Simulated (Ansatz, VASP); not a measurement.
# SrTiO3 in VASP and in Ansatz

INCAR

```
SYSTEM = SrTiO3
PREC = Accurate
ENCUT = 520
EDIFF = 1E-6
ISMEAR = 0
SIGMA = 0.05
LREAL = .False.
LASPH = .True.
NELM = 80
ALGO = Normal
ISIF = 2
LWAVE = .False.
LCHARG = .False.
GGA = PE
NBANDS = 28
```

KPOINTS

```
regular mesh
0
Gamma
  8 8 8
  0 0 0
```

Contents of POSCAR:

```
SrTiO3
1.0
    4.0741837684      0.0000000000      0.0000000000
    0.0000000000      4.0741837684      0.0000000000
    0.0000000000      0.0000000000      3.6608607774
Sr Ti O
1 1 3
Direct
    0.0000000000      0.0000000000      0.0000000000
    0.5000000000      0.5000000000      0.5000000000
    0.0000000000      0.5000000000      0.5000000000
    0.5000000000      0.0000000000      0.5000000000
    0.5000000000      0.5000000000      0.0000000000
```

Input for Ansatz:

```yaml
crystal:
  lattice:
    - [4.0741837684, 0.0, 0.0]
    - [0.0, 4.0741837684, 0.0]
    - [0.0, 0.0, 3.6608607774]
  atoms:
    - { symbol: Sr, position: [0.0, 0.0, 0.0] }
    - { symbol: Ti, position: [0.5, 0.5, 0.5] }
    - { symbol: O, position: [0.0, 0.5, 0.5] }
    - { symbol: O, position: [0.5, 0.0, 0.5] }
    - { symbol: O, position: [0.5, 0.5, 0.0] }
basis:
  ecutwfc: 520.0
kpoints:
  mp_grid: { grid: [8, 8, 8] }
hamiltonian:
  xc: pbe
  pseudopotentials: { kind: paw, azcp: { folder: soft_1 } }
scf:
  occupations: { method: gaussian, width: 0.05 }
output:
  forces: true
  stress: true
  eigenvalues: true
```

Change from the starting cell: mode 1 frozen in at +0.000 Å, strain +e along z and -e/2 along x and y -0.0700.

Alike in both runs: task single point; functional PBE; k mesh 8 × 8 × 8; occupations gaussian, width 0.05 eV; no spin polarisation.

|  | VASP | Ansatz |
| --- | --- | --- |
| version | VASP 6.6.1 | Ansatz 0.2.0 |
| potentials or method | VASP PAW PBE potentials, release 64 (Sr_sv, Ti_sv, O), cutoff 520 eV | scalar-relativistic, plane waves, PAW |
| valence electrons in the cell | 40 | 40 |

|  | VASP | Ansatz | Ansatz less VASP |
| --- | --- | --- | --- |
| gap on the k mesh at the Fermi level (eV) | 1.72 | 1.76 | +0.041 |
| least direct gap on the mesh (eV) | 1.99 | 2.01 | +0.025 |
| pressure (GPa) | 4.4 | 3.8 | -0.63 |
| traceless stress, the component that is largest in VASP (GPa) | 19.53 | 19.32 | -0.210 |

The functional is the same, so the differences come from potentials, cutoffs and numerics.
